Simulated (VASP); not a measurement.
Lu: single point with PBE

Crystal: Lu.

```
Lu
1.0
     0.00000    3.70194    3.70194
     3.70194    0.00000    3.70194
     3.70194    3.70194    0.00000
Lu
2
Cartesian
  0.9255 0.9255 0.9255
  6.4784 6.4784 6.4784
```

This isn't the form of Lu at room conditions, which is hcp.

```
Program                : VASP 6.6.1
Task                   : single point
Functional             : PBE
Potentials or basis    : VASP PAW PBE potentials, release 64 (Lu)
Cutoff                 : 520 eV
k mesh                 : 12 × 12 × 12
Occupations            : fermi-dirac, width 0.1 eV
Spin                   : no spin polarisation
Dipole correction      : no
Further INCAR settings : ALGO = Normal; EDIFF = 1e-06; NBANDS = 32
```

```json
{"Pressure": "0.1 GPa", "Band gap on the k mesh": "zero (bands 25 and 26 overlap by 1.07 eV)"}
```

Levels at points of the mesh, in eV from the Fermi level:
```csv
k point,band 20,band 21,band 22,band 23,band 24,band 25,band 26,band 27,band 28,band 29
"(0.00, 0.00, 0.00)",-5.86,-5.86,-5.86,-4.45,0.38,0.38,0.45,0.45,0.45,1.81
"(0.50, 0.00, 0.00)",-5.87,-5.86,-5.86,-2.90,-0.99,0.25,0.30,0.30,0.65,0.65
"(0.50, 0.50, 0.00)",-5.87,-5.87,-5.87,-1.56,-1.56,-0.52,-0.52,0.80,0.80,2.23
```

It took 88 s on 1 thread of Intel(R) Xeon(R) 6975P-C (Granite Rapids) (shared host), peak memory 0.38 GiB.

Caveat: spin-orbit coupling is left out, which moves the levels of the heavy elements.
